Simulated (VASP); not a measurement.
# VO2 (P4_2/mnm) in VASP: notebook

VO2 is run at these levels: PBE, SVWN5, PBE exchange alone; tasks: single point.

Program: VASP 6.6.1. These are calculated values, not measurements. Logs are shortened: lines on timing, memory, paths and dates and some standing lists are left out, and cuts for length are marked.

### Step 1. The cell of the first run

The structure is tetragonal, space group P4_2/mnm (No. 136). Conventional cell: a = 4.507 Å, b = 4.507 Å, c = 3.044 Å, α = 90.00°, β = 90.00°, γ = 90.00°. Within 2.5 Å of V (site symmetry mmm) lie 6 O at 1.91 to 1.99 Å. O (site symmetry m2m) has 3 V at 1.91 to 1.99 Å and 1 O at 2.55 Å within 2.6 Å.

### Step 2. Single point, PBE, collinear spin, ferromagnetic start

INCAR

```
SYSTEM = VO2
PREC = Accurate
ENCUT = 600
EDIFF = 1E-6
ISMEAR = -1
SIGMA = 0.05
LREAL = .False.
LASPH = .True.
NELM = 200
ALGO = Normal
ISIF = 2
LWAVE = .False.
LCHARG = .False.
ISPIN = 2
MAGMOM = 2 2 0 0 0 0
LORBIT = 11
LMAXMIX = 4
GGA = PE
NBANDS = 38
GGA_COMPAT = .False.
KPAR = 4
```

KPOINTS

```
regular mesh
0
Gamma
  10 10 15
  0 0 0
```

POSCAR

```
VO2
1.0
    4.5072020454      0.0000000000      0.0000000000
    0.0000000000      4.5072020454      0.0000000000
    0.0000000000      0.0000000000      3.0444500000
V O
2 4
Direct
    0.5000000000      0.5000000000      0.5000000000
    0.0000000000      0.0000000000      0.0000000000
    0.2003580000      0.7996420000      0.5000000000
    0.7996420000      0.2003580000      0.5000000000
    0.7003580000      0.7003580000      0.0000000000
    0.2996420000      0.2996420000      0.0000000000
```

Potentials or basis: VASP PAW PBE potentials, release 64 (V_sv, O).

Command:

```sh
cat potpaw_PBE.64/V_sv/POTCAR potpaw_PBE.64/O/POTCAR > POTCAR
mpirun -np 4 vasp_std > vasp.out
```

OUTCAR:

```text
SYSTEM = VO2
   PREC = Accurate
   ENCUT = 600
   EDIFF = 1E-6
   ISMEAR = -1
   LREAL = .False.
   LASPH = .True.
   NELM = 200
   ISIF = 2
   ISPIN = 2
   LORBIT = 11
   GGA = PE

 ion  position               nearest neighbor table
   1  0.500  0.500  0.500-   3 1.91   4 1.91   5 1.99   6 1.99   5 1.99   6 1.99
   2  0.000  0.000  0.000-   5 1.91   6 1.91   3 1.99   4 1.99   3 1.99   4 1.99
   3  0.200  0.800  0.500-   1 1.91   2 1.99   2 1.99
   4  0.800  0.200  0.500-   1 1.91   2 1.99   2 1.99
   5  0.700  0.700  0.000-   2 1.91   1 1.99   1 1.99
   6  0.300  0.300  0.000-   2 1.91   1 1.99   1 1.99

  LATTYP: Found a simple tetragonal cell.
 ALAT       =     4.5072020454
 C/A-ratio  =     0.6754633960

  Lattice vectors:

 A1 = (   4.5072020454,   0.0000000000,   0.0000000000)
 A2 = (   0.0000000000,   4.5072020454,   0.0000000000)
 A3 = (   0.0000000000,   0.0000000000,   3.0444500000)

Analysis of symmetry for initial positions (statically):
=====================================================================
 Subroutine PRICEL returns:
 Original cell was already a primitive cell.

 Routine SETGRP: Setting up the symmetry group for a
 simple tetragonal supercell.

 Subroutine GETGRP returns: Found 16 space group operations
 (whereof  8 operations were pure point group operations)
 out of a pool of 16 trial point group operations.

The static configuration has the point symmetry D_2h.
 The point group associated with its full space group is D_4h.

Analysis of symmetry for dynamics (positions and initial velocities):
=====================================================================
 Subroutine PRICEL returns:
 Original cell was already a primitive cell.

 Routine SETGRP: Setting up the symmetry group for a
 simple tetragonal supercell.

 Subroutine GETGRP returns: Found 16 space group operations
 (whereof  8 operations were pure point group operations)
 out of a pool of 16 trial point group operations.

The dynamic configuration has the point symmetry D_2h.
 The point group associated with its full space group is D_4h.

Analysis of structural, dynamic, and magnetic symmetry:
=====================================================================
 Subroutine PRICEL returns:
 Original cell was already a primitive cell.

 Routine SETGRP: Setting up the symmetry group for a
 simple tetragonal supercell.

 Subroutine GETGRP returns: Found 16 space group operations
 (whereof  8 operations were pure point group operations)
 out of a pool of 16 trial point group operations.

The overall configuration has the point symmetry D_2h.
 The point group associated with its full space group is D_4h.

 Subroutine INISYM returns: Found 16 space group operations
 (whereof  8 operations are pure point group operations),
 and found     1 'primitive' translations

----------------------------------------------------------------------------------------

                                     Primitive cell

  volume of cell :      61.8476

  direct lattice vectors                    reciprocal lattice vectors
     4.507202045  0.000000000  0.000000000     0.221867134  0.000000000  0.000000000
     0.000000000  4.507202045  0.000000000     0.000000000  0.221867134  0.000000000
     0.000000000  0.000000000  3.044450000     0.000000000  0.000000000  0.328466554

  length of vectors
     4.507202045  4.507202045  3.044450000     0.221867134  0.221867134  0.328466554

  position of ions in fractional coordinates (direct lattice)
     0.500000000  0.500000000  0.500000000
     0.000000000  0.000000000  0.000000000
     0.200358000  0.799642000  0.500000000
     0.799642000  0.200358000  0.500000000
     0.700358000  0.700358000  0.000000000
     0.299642000  0.299642000  0.000000000

  ion indices of the primitive-cell ions
   primitive index   ion index
                 1           1
                 2           2
                 3           3
                 4           4
                 5           5
                 6           6

----------------------------------------------------------------------------------------

 KPOINTS: regular mesh

Automatic generation of k-mesh.
 Grid dimensions read from file:
 generate k-points for:   10   10   15

 Generating k-lattice:

  Cartesian coordinates                     Fractional coordinates (reciprocal lattice)
     0.022186713  0.000000000  0.000000000     0.100000000  0.000000000  0.000000000
     0.000000000  0.022186713  0.000000000     0.000000000  0.100000000  0.000000000
     0.000000000  0.000000000  0.021897770     0.000000000  0.000000000  0.066666667

  Length of vectors
     0.022186713  0.022186713  0.021897770

  Shift w.r.t. Gamma in fractional coordinates (k-lattice)
     0.000000000  0.000000000  0.000000000

 Subroutine IBZKPT returns following result:
 ===========================================

 Found    168 irreducible k-points:

 Following reciprocal coordinates:
[... 79 lines left out ...]
 cond. band min:       5.6350995980   @ k =   0.5000   0.3000   0.3333
 fundamental gap:      0.0021282580
 Fermi energy:         5.6340189484

 spin component 1

 k-point     1 :       0.0000    0.0000    0.0000
  band No.  band energies     occupation
      1     -60.3694      1.00000
      2     -60.3610      1.00000
      3     -34.1893      1.00000
      4     -34.1893      1.00000
      5     -34.1381      1.00000
      6     -34.1175      1.00000
[... 29 lines left out ...]
     36      15.5936      0.00000
     37      15.5936      0.00000

 k-point     2 :       0.1000    0.0000    0.0000
  band No.  band energies     occupation
      1     -60.3692      1.00000
      2     -60.3612      1.00000
      3     -34.1878      1.00000
      4     -34.1876      1.00000
      5     -34.1376      1.00000
      6     -34.1180      1.00000
[... 29 lines left out ...]
     36      15.6024      0.00000
     37      15.6775      0.00000
[... 838 lines left out ...]
     36      15.7705      0.00000
     37      15.8460      0.00000

 k-point    24 :       0.2000    0.0000    0.0667
  band No.  band energies     occupation
      1     -60.3679      1.00000
      2     -60.3612      1.00000
      3     -34.1825      1.00000
      4     -34.1817      1.00000
      5     -34.1432      1.00000
      6     -34.1281      1.00000
[... 29 lines left out ...]
     36      15.7412      0.00000
     37      16.0860      0.00000

 [... further k-points ...]

 spin component 2

 k-point     1 :       0.0000    0.0000    0.0000
  band No.  band energies     occupation
      1     -59.2214      1.00000
      2     -59.2123      1.00000
      3     -33.1440      1.00000
      4     -33.1440      1.00000
      5     -32.9815      1.00000
      6     -32.9590      1.00000
[... 29 lines left out ...]
     36      15.9042      0.00000
     37      15.9042      0.00000

 k-point     2 :       0.1000    0.0000    0.0000
  band No.  band energies     occupation
      1     -59.2211      1.00000
      2     -59.2125      1.00000
      3     -33.1434      1.00000
      4     -33.1433      1.00000
      5     -32.9809      1.00000
      6     -32.9595      1.00000
[... 29 lines left out ...]
     36      15.9029      0.00000
     37      15.9902      0.00000
[... 838 lines left out ...]
     36      16.0670      0.00000
     37      16.1555      0.00000

 k-point    24 :       0.2000    0.0000    0.0667
  band No.  band energies     occupation
      1     -59.2198      1.00000
      2     -59.2126      1.00000
      3     -33.1410      1.00000
      4     -33.1408      1.00000
      5     -32.9873      1.00000
      6     -32.9697      1.00000
[... 29 lines left out ...]
     36      16.0053      0.00000
     37      16.4018      0.00000

 [... further k-points ...]

 [bands above 37 left out]

------------------------ aborting loop because EDIFF is reached ----------------------------------------

  FORCE on cell =-STRESS in cart. coord.  units (eV):
  Direction    XX          YY          ZZ          XY          YZ          ZX
  --------------------------------------------------------------------------------------
  -------------------------------------------------------------------------------------
  Total       -1.0020381     -1.0020381     -7.7862873     -0.0000000      0.0000000      0.0000000
  in kB      -25.9580424    -25.9580424   -201.7056704     -0.0000000      0.0000000      0.0000000
  external PRESSURE =     -84.5405850 kB  Pullay stress =       0.0000000 kB

 VOLUME and BASIS-vectors are now :
 -----------------------------------------------------------------------------
  energy-cutoff  :      600.00
  volume of cell :       61.85
      direct lattice vectors                 reciprocal lattice vectors
     4.507202045  0.000000000  0.000000000     0.221867134  0.000000000  0.000000000
     0.000000000  4.507202045  0.000000000     0.000000000  0.221867134  0.000000000
     0.000000000  0.000000000  3.044450000     0.000000000  0.000000000  0.328466554

 POSITION                                       TOTAL-FORCE (eV/Angst)
 -----------------------------------------------------------------------------------
      2.25360      2.25360      1.52222         0.000000      0.000000      0.000000
      0.00000      0.00000      0.00000         0.000000      0.000000      0.000000
      0.90305      3.60415      1.52222        -0.171454      0.171454      0.000000
      3.60415      0.90305      1.52222         0.171454     -0.171454     -0.000000
      3.15666      3.15666      0.00000        -0.171454     -0.171454     -0.000000
      1.35055      1.35055      0.00000         0.171454      0.171454      0.000000
 -----------------------------------------------------------------------------------
    total drift:                                0.000000      0.000000      0.000000

  FREE ENERGIE OF THE ION-ELECTRON SYSTEM (eV)
  ---------------------------------------------------
  free  energy   TOTEN  =       -51.7005988738 eV

  energy  without entropy=      -51.6557485462  energy(sigma->0) =      -51.67817371

 total charge

# of ion       s       p       d       tot
------------------------------------------
    1        2.266   6.297   2.831  11.394
    2        2.266   6.297   2.831  11.394
    3        1.567   3.455   0.000   5.022
    4        1.567   3.455   0.000   5.022
    5        1.567   3.455   0.000   5.022
    6        1.567   3.455   0.000   5.022
--------------------------------------------------
tot         10.802  26.414   5.662  42.878

 magnetization (x)

# of ion       s       p       d       tot
------------------------------------------
    1        0.015   0.012   1.058   1.085
    2        0.015   0.012   1.058   1.085
    3       -0.002  -0.067   0.000  -0.069
    4       -0.002  -0.067   0.000  -0.069
    5       -0.002  -0.067   0.000  -0.069
    6       -0.002  -0.067   0.000  -0.069
--------------------------------------------------
tot          0.022  -0.244   2.116   1.895
```

Run time: 2 min. Hardware: 4 MPI ranks of Intel Xeon Platinum 8559C (Emerald Rapids), shared host; peak memory 0.66 GiB.

What came out:

```
Free energy                                           : -51.7006 eV
Pressure                                              : -8.5 GPa
Largest force                                         : 0.242 eV/Å
Band gap on the k mesh                                : zero (filled and empty bands overlap)
Net moment                                            : 2.00 μB per cell
Site moments                                          : V +1.08; O -0.07 μB
Valence electrons inside the program's atomic spheres : V 11.39; O 5.02
```

Forces on the atoms (eV/Å):
```
V    0.000  0.000  0.000
V    0.000  0.000  0.000
O   -0.171  0.171  0.000
O    0.171 -0.171  0.000
O   -0.171 -0.171  0.000
O    0.171  0.171  0.000
```

Stress tensor (GPa, compression positive):
```
 -2.60   0.00   0.00
  0.00  -2.60   0.00
  0.00   0.00 -20.17
```

Caveat: the cell stands under tension; semilocal functionals often make such compounds metallic where correlation or magnetic order opens a gap, which also shifts bond lengths.

### Step 3. Single point, SVWN5, collinear spin, ferromagnetic start

This run uses another cell than the first one, of 10.93 Å³/atom.

INCAR

```
PREC = Accurate
ENCUT = 600
EDIFF = 1E-6
ISMEAR = -1
SIGMA = 0.05
LREAL = False
LASPH = True
NELM = 200
ALGO = Normal
ISIF = 2
LWAVE = False
LCHARG = False
ISPIN = 2
MAGMOM = 2 2 0 0 0 0
LORBIT = 11
LMAXMIX = 4
GGA = VW
NBANDS = 38
GGA_COMPAT = False
```

KPOINTS

```
Automatic mesh
0
Gamma
  6 6 9
```

Changes to POSCAR since step 2:

```diff
@@ -2,5 +2,5 @@
 1.0
-    4.5072020454      0.0000000000      0.0000000000
-    0.0000000000      4.5072020454      0.0000000000
-    0.0000000000      0.0000000000      3.0444500000
+    4.5956009987      0.0000000000      0.0000000000
+    0.0000000000      4.5956009987      0.0000000000
+    0.0000000000      0.0000000000      3.1041602572
 V O
```

Potentials or basis: VASP PAW PBE potentials, release 64 (V_sv, O).

Command:

```sh
cat potpaw_PBE.64/V_sv/POTCAR potpaw_PBE.64/O/POTCAR > POTCAR
mpirun -np 1 vasp_std > vasp.out
```

Wall time 5 min (1 thread of Intel Xeon Platinum 8259CL at 2.50GHz (Skylake/Cascade Lake), shared host); peak memory 0.33 GiB.

It converged, with:

```
Free energy                                           : -17.0355 eV
Pressure                                              : -31.7 GPa
Largest force                                         : 0.337 eV/Å
Band gap on the k mesh                                : zero (filled and empty bands overlap)
Net moment                                            : 2.00 μB per cell
Site moments                                          : V +1.05; O -0.05 μB
Valence electrons inside the program's atomic spheres : V 11.31; O 4.94
```

Forces on the atoms (eV/Å):
```
V    0.000  0.000  0.000
V    0.000  0.000  0.000
O   -0.238  0.238  0.000
O    0.238 -0.238  0.000
O   -0.238 -0.238  0.000
O    0.238  0.238  0.000
```

Stress tensor (GPa, compression positive):
```
-25.41   0.00   0.00
  0.00 -25.41   0.00
  0.00   0.00 -44.20
```

Levels at points of the mesh, in eV from the Fermi level:
Spin up:
| k point | band 22 | band 23 | band 24 | band 25 | band 26 | band 27 | band 28 | band 29 | band 30 | band 31 |
| --- | --- | --- | --- | --- | --- | --- | --- | --- | --- | --- |
| (0.00, 0.00, 0.00) | -1.49 | -1.49 | -0.99 | -0.69 | -0.46 | -0.34 | -0.32 | -0.32 | 1.59 | 1.73 |
| (0.50, 0.00, 0.00) | -3.17 | -1.71 | -1.71 | -0.12 | -0.12 | 0.35 | 0.35 | 0.83 | 0.83 | 3.09 |
| (0.50, 0.50, 0.00) | -2.68 | -2.31 | -2.31 | -0.65 | -0.65 | -0.29 | -0.29 | 1.21 | 1.21 | 2.90 |
Spin down:
```
           k point  band 22  band 23  band 24  band 25  band 26  band 27
(0.00, 0.00, 0.00)    -1.55    -1.55    -1.09     0.36     0.47     0.57
(0.50, 0.00, 0.00)    -3.05    -1.78    -1.78     0.85     0.85     1.22
(0.50, 0.50, 0.00)    -2.69    -2.33    -2.33     0.35     0.35     0.66
```

Caveat: the cell stands under tension; the PAW data sets were made with another functional, which shifts forces and pressure a little; semilocal functionals often make such compounds metallic where correlation or magnetic order opens a gap, which also shifts bond lengths.

### Step 4. Single point, PBE exchange alone, collinear spin, ferromagnetic start

This run uses another cell than the first one, of 10.72 Å³/atom.

INCAR

```
AGGAC = 0.0
ALDAC = 0.0
ALGO = Normal
EDIFF = 1E-6
ENCUT = 600
GGA = PE
GGA_COMPAT = F
ISIF = 2
ISMEAR = -1
ISPIN = 2
LASPH = T
LCHARG = F
LMAXMIX = 4
LORBIT = 11
LREAL = F
LWAVE = F
MAGMOM = 2 2 0 0 0 0
NBANDS = 38
NELM = 200
PREC = Accurate
SIGMA = 0.05
```

KPOINTS

```
k-points
0
Gamma
  6 6 9
```

Changes to POSCAR since step 3:

```diff
@@ -2,5 +2,5 @@
 1.0
-    4.5956009987      0.0000000000      0.0000000000
-    0.0000000000      4.5956009987      0.0000000000
-    0.0000000000      0.0000000000      3.1041602572
+    4.5665141372      0.0000000000      0.0000000000
+    0.0000000000      4.5665141372      0.0000000000
+    0.0000000000      0.0000000000      3.0845131470
 V O
```

Command:

```sh
cat potpaw_PBE.64/V_sv/POTCAR potpaw_PBE.64/O/POTCAR > POTCAR
mpirun -np 1 vasp_std > vasp.out
```

Wall time 2.2 min (1 thread of Intel Xeon 6975P-C (Granite Rapids), shared host); peak memory 0.34 GiB.

It converged, with:

* Free energy: -44.9912 eV
* Pressure: 3.7 GPa
* Largest force: 0.157 eV/Å
* Band gap on the k mesh: zero (filled and empty bands overlap)
* Net moment: 2.00 μB per cell
* Site moments: V +1.17; O -0.11 μB
* Valence electrons inside the program's atomic spheres: V 11.30; O 5.01

Forces in eV/Å, atoms in the order of the input:
```
V    0.000  0.000  0.000
V    0.000  0.000  0.000
O   -0.111  0.111  0.000
O    0.111 -0.111  0.000
O   -0.111 -0.111  0.000
O    0.111  0.111  0.000
```

Stress tensor (GPa, compression positive):
```
 7.89  0.00  0.00
 0.00  7.89  0.00
 0.00  0.00 -4.70
```

Levels at points of the mesh, in eV from the Fermi level:
Spin up:
```csv
k point,band 22,band 23,band 24,band 25,band 26,band 27,band 28,band 29,band 30,band 31
"(0.00, 0.00, 0.00)",-1.27,-1.27,-0.77,-0.76,-0.48,-0.28,-0.24,-0.24,1.74,1.85
"(0.50, 0.00, 0.00)",-2.99,-1.50,-1.50,-0.16,-0.16,0.44,0.44,0.95,0.95,3.44
"(0.50, 0.50, 0.00)",-2.46,-2.08,-2.08,-0.70,-0.70,-0.21,-0.21,1.34,1.34,3.10
```
Spin down:
| k point | band 21 | band 22 | band 23 | band 24 | band 25 | band 26 | band 27 | band 28 |
| --- | --- | --- | --- | --- | --- | --- | --- | --- |
| (0.00, 0.00, 0.00) | -1.87 | -1.51 | -1.51 | -1.09 | 1.05 | 1.07 | 1.11 | 1.11 |
| (0.50, 0.00, 0.00) | -2.93 | -2.93 | -1.76 | -1.76 | 1.54 | 1.54 | 1.68 | 1.68 |
| (0.50, 0.50, 0.00) | -2.60 | -2.60 | -2.24 | -2.24 | 1.02 | 1.02 | 1.14 | 1.14 |

Caveat: the cell stands under pressure; semilocal functionals often make such compounds metallic where correlation or magnetic order opens a gap, which also shifts bond lengths.

### Step 5. Summary

| level | cell | k mesh | gap on the mesh (eV) | pressure (GPa) | moment (μB) | largest force (eV/Å) |
| --- | --- | --- | --- | --- | --- | --- |
| PBE | a = 4.507, b = 4.507, c = 3.044 Å, 6 atoms | 10 × 10 × 15 | none | -8.5 | 2.00 | 0.24 |
| SVWN5 | a = 4.596, b = 4.596, c = 3.104 Å, 6 atoms | 6 × 6 × 9 | none | -31.7 | 2.00 | 0.34 |
| PBE exchange alone | a = 4.567, b = 4.567, c = 3.085 Å, 6 atoms | 6 × 6 × 9 | none | 3.7 | 2.00 | 0.16 |

Alike in all rows: task single point; potentials or basis VASP PAW PBE potentials, release 64 (V_sv, O); spin collinear, ferromagnetic start; cutoff (eV) 600; smearing fermi-dirac 0.05 eV.

Caveats: semilocal functionals often make such compounds metallic where correlation or magnetic order opens a gap, which also shifts bond lengths; the cell stands under tension (at least some runs); the PAW data sets were made with another functional, which shifts forces and pressure a little (at least some runs); the cell stands under pressure (at least some runs).

Absolute energies hang on the potentials; compare differences alone.
